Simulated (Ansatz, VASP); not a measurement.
ZnO in VASP and in Ansatz

File INCAR:

```
ALGO = Normal ; EDIFF = 1E-6
ENCUT = 520 ; GGA = PS
ISIF = 2 ; ISMEAR = 0
LASPH = True ; LCHARG = True
LELF = True ; LREAL = False
LVHAR = True ; LWAVE = False
NBANDS = 26 ; NELM = 100
PREC = Accurate ; SIGMA = 0.05
```

Contents of KPOINTS:

```
k-points
0
Gamma
  12 12 4
```

File POSCAR:

```
ZnO
1.0
    3.2349261552      0.0000000000      0.0000000000
   -1.6174630776      2.8015282298      0.0000000000
    0.0000000000      0.0000000000      7.3661848228
Zn O
2 2
Direct
    0.0000000000      0.0000000000      0.7500000000
    0.0000000000      0.0000000000      0.2500000000
    0.3333333333      0.6666666667      0.2500000000
    0.6666666667      0.3333333333      0.7500000000
```

Input for Ansatz:

```yaml
crystal:
  lattice:
    - [3.2349261552, 0.0, 0.0]
    - [-1.6174630776, 2.8015282298, 0.0]
    - [0.0, 0.0, 7.3661848228]
  atoms:
    - { symbol: Zn, position: [0.0, 0.0, 0.75] }
    - { symbol: Zn, position: [0.0, 0.0, 0.25] }
    - { symbol: O, position: [0.3333333333, 0.6666666667, 0.25] }
    - { symbol: O, position: [0.6666666667, 0.3333333333, 0.75] }
basis:
  ecutwfc: 420
kpoints:
  mp_grid: { grid: [12, 12, 4] }
hamiltonian:
  xc: pbesol
scf:
  occupations: { method: gaussian, width: 0.05 }
output:
  forces: true
  stress: true
  eigenvalues: true
```

Alike in both runs: task single point; functional PBEsol; k mesh 12 × 12 × 4; occupations gaussian, width 0.05 eV; no spin polarisation.

|  | VASP | Ansatz |
| --- | --- | --- |
| version | VASP 6.6.1 | Ansatz 0.2.0 |
| potentials or method | VASP PAW PBE potentials, release 64 (Zn, O), cutoff 520 eV | scalar-relativistic, plane waves, PAW |
| valence electrons in the cell | 36 | 36 |

VASP gave:

```
gap on the k mesh at the Fermi level (eV)                     : 0.81
least direct gap on the mesh (eV)                             : 0.81
pressure (GPa)                                                : 0.7
traceless stress, the component that is largest in VASP (GPa) : -1.46
```

Question: Estimate Ansatz's values.

Answer: gap on the k mesh at the Fermi level (eV): 0.80; least direct gap on the mesh (eV): 0.80; pressure (GPa): -0.1; traceless stress, the component that is largest in VASP (GPa): -0.61.

VASP's potentials were made for PBE, not for PBEsol. With one functional, cell and mesh, what is left measures potentials, basis and numerics.
